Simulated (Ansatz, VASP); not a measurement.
ZnS in VASP and in Ansatz

```xyz
4
Lattice="3.8441 0.0000 0.0000 -1.9220 3.3291 0.0000 0.0000 0.0000 6.3677" Properties=species:S:1:pos:R:3 pbc="T T T"
Zn    0.0000    2.2194    0.0065
Zn    1.9220    1.1097    3.1904
S     0.0000    2.2194    2.3813
S     1.9220    1.1097    5.5652
```

Change from the starting cell: strain along c alone, the other axes held, atoms relaxed: +1.0 %.

Alike in both runs: functional PBE; k mesh 12 × 12 × 4; occupations gaussian, width 0.02 eV; no spin polarisation.

Ansatz relaxed the structure, and its values are those at the end. VASP's run is a single point on that final structure, the one shown.

|  | VASP | Ansatz |
| --- | --- | --- |
| version | VASP 6.6.1 | Ansatz 0.2.0 |
| potentials or method | VASP PAW PBE potentials, release 64 (Zn, S), cutoff 520 eV | scalar-relativistic, plane waves, PAW |
| valence electrons in the cell | 36 | 36 |

|  | VASP | Ansatz | Ansatz less VASP |
| --- | --- | --- | --- |
| gap on the k mesh at the Fermi level (eV) | 2.01 | 2.01 | -0.003 |
| least direct gap on the mesh (eV) | 2.01 | 2.01 | -0.003 |
| pressure (GPa) | -0.5 | -0.6 | -0.14 |

Ansatz's warnings: stress scf threshold loose.
